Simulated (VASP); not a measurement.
# BaZrS3 (Pnma) in VASP: single point with PBE

Aim: the single point of BaZrS3 with PBE.

Everything below comes from runs of VASP 6.6.1. Logs are shortened: lines on timing, memory, paths and dates and some standing lists are left out, and cuts for length are marked.

## 1. The cell of the first run

It takes space group Pnma (No. 62, orthorhombic). Conventional cell: a = 7.163 Å, b = 10.030 Å, c = 7.031 Å, α = 90.00°, β = 90.00°, γ = 90.00°. Within 4.4 Å of Ba (site symmetry m) lie 12 S at 3.17 to 4.31 Å and 6 Zr at 4.08 to 4.40 Å. Zr (site symmetry -1) has 6 S at 2.55 to 2.57 Å within 3.4 Å. Within 3.4 Å of S (site symmetry m) lie 2 Zr at 2.55 Å and 2 Ba at 3.17 to 3.21 Å. S (site symmetry 1) has 2 Zr at 2.56 to 2.57 Å and 3 Ba at 3.19 to 3.44 Å and 8 S at 3.60 to 3.64 Å within 3.7 Å.

## 2. Single point, PBE

INCAR reads:

```
ALGO = Normal ; EDIFF = 1E-6
ENCUT = 500 ; GGA = PE
GGA_COMPAT = False ; ISIF = 2
ISMEAR = 0 ; KPAR = 4
LASPH = True ; LCHARG = False
LREAL = False ; LWAVE = False
NBANDS = 96 ; NELM = 120
PREC = Accurate ; SIGMA = 0.02
```

KPOINTS reads:

```
k-points
0
Gamma
  4 4 4
```

POSCAR reads:

```
BaZrS3
1.0
    7.1629350231      0.0000000000      0.0000000000
    0.0000000000     10.0302164473      0.0000000000
    0.0000000000      0.0000000000      7.0308119671
Ba Zr S
4 4 12
Direct
    0.0513925713      0.2500000000      0.0111589269
    0.4486074287      0.7500000000      0.5111589269
    0.5513925713      0.2500000000      0.4888410731
    0.9486074287      0.7500000000      0.9888410731
    0.0000000000      0.0000000000      0.5000000000
    0.5000000000      0.0000000000      0.0000000000
    0.5000000000      0.5000000000      0.0000000000
    0.0000000000      0.5000000000      0.5000000000
    0.9929389048      0.2500000000      0.5649314119
    0.5070610952      0.7500000000      0.0649314119
    0.4929389048      0.2500000000      0.9350685881
    0.0070610952      0.7500000000      0.4350685881
    0.2102229393      0.9658681335      0.7899512679
    0.2897770607      0.0341318665      0.2899512679
    0.7102229393      0.5341318665      0.7100487321
    0.7897770607      0.4658681335      0.2100487321
    0.7897770607      0.0341318665      0.2100487321
    0.7102229393      0.9658681335      0.7100487321
    0.2897770607      0.4658681335      0.2899512679
    0.2102229393      0.5341318665      0.7899512679
```

Potentials or basis: VASP PAW PBE potentials, release 64 (Ba_sv, Zr_sv, S).

On the command line:

```console
$ cat potpaw_PBE.64/Ba_sv/POTCAR potpaw_PBE.64/Zr_sv/POTCAR potpaw_PBE.64/S/POTCAR > POTCAR
$ mpirun -np 4 vasp_std > vasp.out
```

OUTCAR:

```text
EDIFF = 1E-6
   ENCUT = 500
   GGA = PE
   ISIF = 2
   ISMEAR = 0
   LASPH = True
   LREAL = False
   NELM = 120
   PREC = Accurate

 ion  position               nearest neighbor table
   1  0.051  0.250  0.011-   9 3.17  16 3.19  17 3.19  11 3.21  14 3.38  19 3.38  13 3.44  20 3.44
                             6 4.08   7 4.08   5 4.27   8 4.27
   2  0.449  0.750  0.511-  10 3.17  15 3.19  18 3.19  12 3.21  13 3.38  20 3.38  19 3.44  14 3.44
                             5 4.08   8 4.08   7 4.27   6 4.27
   3  0.551  0.250  0.489-  11 3.17  14 3.19  19 3.19   9 3.21  17 3.38  16 3.38  18 3.44  15 3.44
                             5 4.08   8 4.08   7 4.27   6 4.27
   4  0.949  0.750  0.989-  12 3.17  13 3.19  20 3.19  10 3.21  18 3.38  15 3.38  16 3.44  17 3.44
                             6 4.08   7 4.08   5 4.27   8 4.27
   5  0.000  0.000  0.500-   9 2.55  12 2.55  13 2.56  17 2.56  14 2.57  18 2.57   2 4.08   3 4.08
                             1 4.27   4 4.27
   6  0.500  0.000  0.000-  10 2.55  11 2.55  14 2.56  18 2.56  17 2.57  13 2.57   1 4.08   4 4.08
                             3 4.27   2 4.27
   7  0.500  0.500  0.000-  10 2.55  11 2.55  15 2.56  19 2.56  16 2.57  20 2.57   1 4.08   4 4.08
                             3 4.27   2 4.27
   8  0.000  0.500  0.500-   9 2.55  12 2.55  16 2.56  20 2.56  19 2.57  15 2.57   2 4.08   3 4.08
                             1 4.27   4 4.27
   9  0.993  0.250  0.565-   5 2.55   8 2.55   1 3.17   3 3.21
  10  0.507  0.750  0.065-   6 2.55   7 2.55   2 3.17   4 3.21
  11  0.493  0.250  0.935-   6 2.55   7 2.55   3 3.17   1 3.21
  12  0.007  0.750  0.435-   5 2.55   8 2.55   4 3.17   2 3.21
  13  0.210  0.966  0.790-   5 2.56   6 2.57   4 3.19   2 3.38   1 3.44
  14  0.290  0.034  0.290-   6 2.56   5 2.57   3 3.19   1 3.38   2 3.44
  15  0.710  0.534  0.710-   7 2.56   8 2.57   2 3.19   4 3.38   3 3.44
  16  0.790  0.466  0.210-   8 2.56   7 2.57   1 3.19   3 3.38   4 3.44
  17  0.790  0.034  0.210-   5 2.56   6 2.57   1 3.19   3 3.38   4 3.44
  18  0.710  0.966  0.710-   6 2.56   5 2.57   2 3.19   4 3.38   3 3.44
  19  0.290  0.466  0.290-   7 2.56   8 2.57   3 3.19   1 3.38   2 3.44
  20  0.210  0.534  0.790-   8 2.56   7 2.57   4 3.19   2 3.38   1 3.44

  LATTYP: Found a simple orthorhombic cell.
 ALAT       =     7.0308119671
 B/A-ratio  =     1.0187920053
 C/A-ratio  =     1.4266085474

  Lattice vectors:

 A1 = (   0.0000000000,   0.0000000000,   7.0308119671)
 A2 = (   7.1629350231,   0.0000000000,   0.0000000000)
 A3 = (   0.0000000000,  10.0302164473,   0.0000000000)

Analysis of symmetry for initial positions (statically):
=====================================================================
 Subroutine PRICEL returns:
 Original cell was already a primitive cell.

 Routine SETGRP: Setting up the symmetry group for a
[... 168 lines left out ...]
   PSTRESS=    0.0 pullay stress
   NELECT =     160.0000    total number of electrons
   NUPDOWN=      -1.0000    fix difference up-down
   EMIN   =  10.00;   EMAX   =-10.00  energy-range for DOS
   EFERMI =   0.00;   METHOD = LEGACY
   ISMEAR =     0;   SIGMA  =   0.02  broadening in eV -4-tet -1-fermi 0-gaus
   EFERMI_NEDOS =   21; number of points for ismear=-14 and -15
   IALGO  =     38    algorithm
   IMIX   =      4    mixing-type and parameters
     AMIX     =   0.40;   BMIX     =  1.00
     AMIX_MAG =   1.60;   BMIX_MAG =  1.00
  volume/ion in A,a.u.               =      25.26       170.44
  Fermi-wavevector in a.u.,A,eV,Ry     =   1.115953  2.108845 16.944029  1.245351
  Thomas-Fermi vector in A             =   2.252562
   LORBIT       =      0    0 simple, 1 ext, 2 COOP (PROOUT), +10 PAW based schemes
   GGA     = PE    functional components
   LHFCALC =     F    Hartree Fock is set to
   AEXX    =    0.0000 exact exchange contribution
   IVDW    =     0    specifies the selected vdW correction
   LEPSILON=     F    determine dielectric tensor
   LRPA    =     F    only Hartree local field effects (RPA)
 non-spin polarized calculation
 Gauss-broadening in eV      SIGMA  =   0.02
  energy-cutoff  :      500.00
  volume of cell :      505.13
 maximum number of plane-waves:     12884
 NGX is ok and might be reduce to    54
   NGX = 27   NGY = 37   NGZ = 25

 number of electron     160.0000000 magnetization

 Free energy of the ion-electron system (eV)
  ---------------------------------------------------
  ext. energy  EPLUGINS =         0.00000000
  ---------------------------------------------------
  free energy    TOTEN  =      -127.85991820 eV

  energy without entropy =     -127.85991820  energy(sigma->0) =     -127.85991820

 E-fermi :   3.8117     XC(G=0):  -9.4414

 val. band max:        3.6300367868   @ k =   0.0000   0.0000   0.0000
 cond. band min:       4.6896697040   @ k =   0.0000   0.0000   0.0000
 fundamental gap:      1.0596329172
 Fermi energy:         3.8116814013

 k-point     1 :       0.0000    0.0000    0.0000
  band No.  band energies     occupation
      1     -45.2822      2.00000
      2     -45.2820      2.00000
      3     -45.2818      2.00000
      4     -45.2816      2.00000
      5     -23.3208      2.00000
      6     -23.3181      2.00000
[... 2269 lines left out ...]
     91       6.8626      0.00000
     92       6.8626      0.00000

 [... further k-points ...]

 [bands above 92 left out]

------------------------ aborting loop because EDIFF is reached ----------------------------------------

  FORCE on cell =-STRESS in cart. coord.  units (eV):
  Direction    XX          YY          ZZ          XY          YZ          ZX
  --------------------------------------------------------------------------------------
  -------------------------------------------------------------------------------------
  Total        1.0514932      1.0958023      1.0376478      0.0000000      0.0000000      0.0000000
  in kB        3.3351106      3.4756495      3.2911961      0.0000000      0.0000000      0.0000000
  external PRESSURE =       3.3673187 kB  Pullay stress =       0.0000000 kB

 VOLUME and BASIS-vectors are now :
 -----------------------------------------------------------------------------
  energy-cutoff  :      500.00
  volume of cell :      505.13
      direct lattice vectors                 reciprocal lattice vectors
     7.162935023  0.000000000  0.000000000     0.139607577  0.000000000  0.000000000
     0.000000000 10.030216447  0.000000000     0.000000000  0.099698746  0.000000000
     0.000000000  0.000000000  7.030811967     0.000000000  0.000000000  0.142231083

 POSITION                                       TOTAL-FORCE (eV/Angst)
 -----------------------------------------------------------------------------------
      0.36812      2.50755      0.07846        -0.014664      0.000000      0.008260
      3.21335      7.52266      3.59386         0.014664      0.000000      0.008260
      3.94959      2.50755      3.43695        -0.014664     -0.000000     -0.008260
      6.79481      7.52266      6.95236         0.014664      0.000000     -0.008260
      0.00000      0.00000      3.51541         0.000000      0.000000     -0.000000
      3.58147      0.00000      0.00000         0.000000      0.000000     -0.000000
[... 12 lines left out ...]
      2.07565      4.67276      2.03859        -0.018487      0.019933     -0.010862
      1.50581      5.35746      5.55400         0.018487     -0.019933     -0.010862
 -----------------------------------------------------------------------------------
    total drift:                               -0.000000     -0.000000      0.000000

  FREE ENERGIE OF THE ION-ELECTRON SYSTEM (eV)
  ---------------------------------------------------
  free  energy   TOTEN  =      -127.8599182027 eV

  energy  without entropy=     -127.8599182027  energy(sigma->0) =     -127.85991820
```

OSZICAR:

```text
N       E                     dE             d eps       ncg     rms          rms(c)
DAV:   1     0.129807138788E+04    0.12981E+04   -0.73295E+04  5224   0.147E+03
DAV:   2    -0.482565476304E+01   -0.13029E+04   -0.12597E+04  6624   0.345E+02
DAV:   3    -0.130891118538E+03   -0.12607E+03   -0.12510E+03  6688   0.994E+01
DAV:   4    -0.139001222610E+03   -0.81101E+01   -0.80995E+01  8336   0.232E+01
DAV:   5    -0.139629071281E+03   -0.62785E+00   -0.62777E+00  7832   0.440E+00    0.315E+01
DAV:   6    -0.127572101131E+03    0.12057E+02   -0.36798E+01  6024   0.154E+01    0.154E+01
DAV:   7    -0.127832124355E+03   -0.26002E+00   -0.54723E+00  7680   0.521E+00    0.870E+00
DAV:   8    -0.127861251927E+03   -0.29128E-01   -0.70538E-01  6632   0.253E+00    0.268E+00
DAV:   9    -0.127858948159E+03    0.23038E-02   -0.19201E-01  6304   0.143E+00    0.663E-01
DAV:  10    -0.127857089420E+03    0.18587E-02   -0.17259E-02  6472   0.426E-01    0.287E-01
DAV:  11    -0.127859912004E+03   -0.28226E-02   -0.62132E-03  6448   0.294E-01    0.158E-01
DAV:  12    -0.127859854547E+03    0.57457E-04   -0.78316E-04  6296   0.947E-02    0.486E-02
DAV:  13    -0.127859900464E+03   -0.45917E-04   -0.96054E-05  6672   0.308E-02    0.119E-02
DAV:  14    -0.127859916811E+03   -0.16347E-04   -0.24666E-05  5608   0.159E-02    0.489E-03
DAV:  15    -0.127859918329E+03   -0.15180E-05   -0.29338E-06  4496   0.480E-03    0.290E-03
DAV:  16    -0.127859918203E+03    0.12636E-06   -0.59918E-07  3248   0.251E-03
   1 F= -.12785992E+03 E0= -.12785992E+03  d E =-.264645E-39
```

stdout:

```text
POSCAR found type information on POSCAR BaZrS
 POSCAR found :  3 types and      20 ions
 scaLAPACK will be used
 -----------------------------------------------------------------------------
|                                                                             |
|                                                                             |
|     You have a (more or less) 'large supercell' and for larger cells it     |
|     might be more efficient to use real-space projection operators.         |
|     Therefore, try LREAL= Auto in the INCAR file.                           |
|     Mind: For very accurate calculation, you might also keep the            |
|     reciprocal projection scheme (i.e. LREAL=.FALSE.).                      |
|                                                                             |
 -----------------------------------------------------------------------------

 LDA part: xc-table for (Slater+PW92), standard interpolation
 POSCAR, INCAR and KPOINTS ok, starting setup
 FFT: planning ... GRIDC
 FFT: planning ... GRID_SOFT
 FFT: planning ... GRID
 WAVECAR not read
 entering main loop
```

Run time: 8.1 min. Hardware: 4 MPI ranks of AMD EPYC 7R43 (Zen 3), shared host; peak memory 1.1 GiB.

Results:

```
Free energy            : -127.8599 eV
Pressure               : 0.3 GPa
Largest force          : 0.040 eV/Å
Band gap on the k mesh : 1.06 eV
```

Forces on the atoms (eV/Å):
```
Ba  -0.015  0.000  0.008
Ba   0.015  0.000  0.008
Ba  -0.015  0.000 -0.008
Ba   0.015  0.000 -0.008
Zr   0.000  0.000  0.000
Zr   0.000  0.000  0.000
Zr   0.000  0.000  0.000
Zr   0.000  0.000  0.000
S    0.029  0.000 -0.027
S   -0.029  0.000 -0.027
S    0.029  0.000  0.027
S   -0.029  0.000  0.027
S    0.018  0.020 -0.011
S   -0.018 -0.020 -0.011
S    0.018 -0.020  0.011
S   -0.018  0.020  0.011
S   -0.018 -0.020  0.011
S    0.018  0.020  0.011
S   -0.018  0.020 -0.011
S    0.018 -0.020 -0.011
```

Levels at points of the mesh, in eV from the valence-band top:
| k point | band 77 | band 78 | band 79 | band 80 | band 81 | band 82 | band 83 | band 84 |
| --- | --- | --- | --- | --- | --- | --- | --- | --- |
| (0.00, 0.00, 0.00) | -0.16 | -0.04 | -0.01 | 0.00 | 1.06 | 1.14 | 1.21 | 1.34 |
| (0.50, 0.00, 0.00) | -0.51 | -0.51 | -0.21 | -0.21 | 2.06 | 2.06 | 2.18 | 2.18 |
| (0.00, 0.50, 0.00) | -0.25 | -0.25 | -0.22 | -0.22 | 1.24 | 1.24 | 2.07 | 2.07 |
| (0.50, 0.50, 0.00) | -0.31 | -0.31 | -0.31 | -0.31 | 2.43 | 2.43 | 2.43 | 2.43 |
| (0.00, 0.00, 0.50) | -0.46 | -0.46 | -0.28 | -0.28 | 2.10 | 2.10 | 2.19 | 2.19 |
| (0.50, 0.00, 0.50) | -0.35 | -0.35 | -0.05 | -0.05 | 1.18 | 1.18 | 2.48 | 2.48 |
| (0.00, 0.50, 0.50) | -0.35 | -0.35 | -0.28 | -0.28 | 2.37 | 2.37 | 2.39 | 2.39 |
| (0.50, 0.50, 0.50) | -0.34 | -0.34 | -0.34 | -0.34 | 2.19 | 2.19 | 2.19 | 2.19 |

Caveat: spin-orbit coupling is left out, which moves the levels of the heavy elements. A k mesh can miss the band edges.
